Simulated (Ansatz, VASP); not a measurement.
**P2Pt3: VASP beside Ansatz**

```
P Pt
1.0
     3.78841    0.00000    0.00000
    -1.89421    3.28086    0.00000
     0.00000    0.00000    5.82323
P Pt
2 3
Direct
  0.33333 0.66667 0.79548
  0.66667 0.33333 0.20452
  0.00000 0.00000 0.00000
  0.66667 0.33333 0.61936
  0.33333 0.66667 0.38064
```

Alike in both runs: task relaxation of cell and atoms; functional PBE; k mesh 6 × 6 × 4; occupations gaussian, width 0.1 eV; no spin polarisation.

|  | VASP | Ansatz |
| --- | --- | --- |
| version | VASP 6.6.1 | Ansatz 0.2.0 |
| potentials or method | VASP PAW PBE potentials, release 64 (P, Pt), cutoff 600 eV | scalar-relativistic, plane waves, PAW |
| valence electrons in the cell | 40 | 64 |

|  | VASP | Ansatz | Ansatz less VASP |
| --- | --- | --- | --- |
| gap on the k mesh at the Fermi level, each at its own relaxed structure (eV) | none | none | - |
| relaxed volume (Å³/atom) | 16.12 | 16.14 | +0.015 |
| relaxed length of the cell vector where the two differ most in proportion (Å) | 3.993 | 3.995 | +0.0018 |

A gap of «none» marks a metal or a gap that the smearing closes. VASP's potentials hold 40 valence electrons a cell and Ansatz's 64, so a difference there can come from the potentials and not from the codes.

Neither program's run includes spin-orbit coupling.
